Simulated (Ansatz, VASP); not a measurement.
**B3Ir: VASP beside Ansatz**

INCAR

```
SYSTEM = B3Ir
ALGO = Normal
EDIFF = 1E-6
ENCUT = 520
GGA = PE
ISIF = 2
ISMEAR = 0
LASPH = .TRUE.
LCHARG = .FALSE.
LREAL = .FALSE.
LWAVE = .FALSE.
NBANDS = 17
NELM = 80
PREC = Accurate
SIGMA = 0.1
```

File KPOINTS:

```
k-points
0
G
  6 6 6
  0 0 0
```

POSCAR

```
B3Ir
1.0
    3.2870201400      0.0000000000      0.0000000000
    0.0000000000      3.2870201400      0.0000000000
    0.0000000000      0.0000000000      3.2532340700
B Ir
3 1
Direct
    0.0000000000      0.5000000000      0.5000000000
    0.5000000000      0.0000000000      0.5000000000
    0.5000000000      0.5000000000      0.0000000000
    0.0000000000      0.0000000000      0.0000000000
```

Input for Ansatz:

```yaml
crystal:
  lattice:
    - [3.28702014, 0.0, 0.0]
    - [0.0, 3.28702014, 0.0]
    - [0.0, 0.0, 3.25323407]
  atoms:
    - { symbol: B, position: [0.0, 0.5, 0.5] }
    - { symbol: B, position: [0.5, 0.0, 0.5] }
    - { symbol: B, position: [0.5, 0.5, 0.0] }
    - { symbol: Ir, position: [0.0, 0.0, 0.0] }
basis:
  ecutwfc: 420
kpoints:
  mp_grid: { grid: [6, 6, 6] }
hamiltonian:
  xc: pbe
scf:
  occupations: { method: gaussian, width: 0.1 }
  lower_state_search: "off"
output:
  forces: true
  stress: true
  eigenvalues: true
```

Change from the starting cell: species swapped into the Cu3Pd type (P4/mmm, No. 123).

Alike in both runs: task single point; functional PBE; k mesh 6 × 6 × 6; occupations gaussian, width 0.1 eV; no spin polarisation.

```csv
,VASP,Ansatz
version,VASP 6.6.1,Ansatz 0.2.0
potentials or method,"VASP PAW PBE potentials, release 64 (B, Ir), cutoff 520 eV","scalar-relativistic, plane waves, PAW"
valence electrons in the cell,18,26
```

|  | VASP | Ansatz | Ansatz less VASP |
| --- | --- | --- | --- |
| gap on the k mesh at the Fermi level (eV) | none | none | - |
| pressure (GPa) | -8.4 | -9.1 | -0.71 |
| traceless stress, the component that is largest in VASP (GPa) | 0.33 | 0.31 | -0.013 |

A gap of «none» marks a metal or a gap that the smearing closes. The functional is the same, so the differences come from potentials, cutoffs and numerics. VASP's potentials hold 18 valence electrons a cell and Ansatz's 26, so a difference there can come from the potentials and not from the codes.

Neither program's run includes spin-orbit coupling.
